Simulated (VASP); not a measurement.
Input of a VASP 6.6.1 run:

The input INCAR:

```
PREC = Accurate
ENCUT = 520
EDIFF = 1E-7
ISMEAR = 0
SIGMA = 0.1
LREAL = F
LASPH = T
NELM = 60
ALGO = Normal
ISIF = 2
LWAVE = F
LCHARG = F
GGA = PE
IVDW = 12
NBANDS = 14
```

The input KPOINTS:

```
Automatic mesh
0
Gamma
  6 6 6
```

POSCAR

```
TiAl
1.0
    3.1790640000      0.0000000000      0.0000000000
    0.0000000000      3.1790640000      0.0000000000
    0.0000000000      0.0000000000      3.1790640000
Ti Al
1 1
Direct
    0.0000000000      0.0000000000      0.0000000000
    0.5000000000      0.5000000000      0.5000000000
```

Potentials or basis: VASP PAW PBE potentials, release 64 (Ti_sv, Al).

The run is started by

```sh
$ cat potpaw_PBE.64/Ti_sv/POTCAR potpaw_PBE.64/Al/POTCAR > POTCAR
$ mpirun -np 1 vasp_std > vasp.out
```

What does it give for the pressure?

-4.5 GPa.

Estimate the dispersion energy per atom.

-0.486 eV.

Caveat: pairwise dispersion overbinds metals, which lowers pressure and volume.
